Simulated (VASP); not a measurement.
Input of a VASP 6.6.1 run:

Contents of INCAR:

```
SYSTEM = ScTa3F
PREC = Accurate ; ENCUT = 600
EDIFF = 1E-6 ; ISMEAR = 0
SIGMA = 0.1 ; LREAL = .FALSE.
LASPH = .TRUE. ; NELM = 80
ALGO = Normal ; ISIF = 3
LWAVE = .FALSE. ; LCHARG = .FALSE.
GGA = PE ; IBRION = 2
NSW = 90 ; EDIFFG = -0.04
```

Contents of KPOINTS:

```
Automatic mesh
0
G
  4 4 4
  0 0 0
```

The input POSCAR:

```
ScTa3F
1.0
    3.9078612700      0.0000000000      0.0000000000
    0.0000000000      3.9078612700      0.0000000000
    0.0000000000      0.0000000000      4.9506097500
Sc Ta F
1 3 1
Direct
    0.0000000000      0.0000000000      0.0000000000
    0.0000000000      0.5000000000      0.5000000000
    0.5000000000      0.0000000000      0.5000000000
    0.5000000000      0.5000000000      0.1076000000
    0.5000000000      0.5000000000      0.6650000200
```

Potentials or basis: VASP PAW PBE potentials, release 64 (Sc_sv, Ta_pv, F).

Command:

```console
$ cat potpaw_PBE.64/Sc_sv/POTCAR potpaw_PBE.64/Ta_pv/POTCAR potpaw_PBE.64/F/POTCAR > POTCAR
$ mpirun -np 1 vasp_std > vasp.out
```

Question: What does it give for the relaxed volume?

Answer: 18.45 Å³/atom.

Question: Predict the band gap on the k mesh.

Answer: Zero (an odd number of electrons rules out a gap without spin polarisation).

Question: What does it give for the relaxed cell?

Answer: a = 4.053 Å, b = 4.053 Å, c = 5.618 Å, α = 90.00°, β = 90.00°, γ = 90.00°.

Question: Predict the space group after relaxing (to 0.1 Å).

Answer: P4mm (No. 99).

Forces on the atoms (eV/Å):
```
Sc   0.000  0.000 -0.019
Ta   0.000  0.000  0.017
Ta   0.000  0.000  0.017
Ta   0.000  0.000 -0.008
F    0.000  0.000 -0.007
```

Caveat: the k points lie up to 0.39 Å⁻¹ apart in the final cell, too coarse for converged energies and pressures of a metal; the volume moved by over 15 % at a fixed basis, so the end points are rough; spin-orbit coupling is left out, which moves the levels of the heavy elements; an odd number of electrons without spin polarisation forces a metal; a magnetic or distorted state may lie lower.
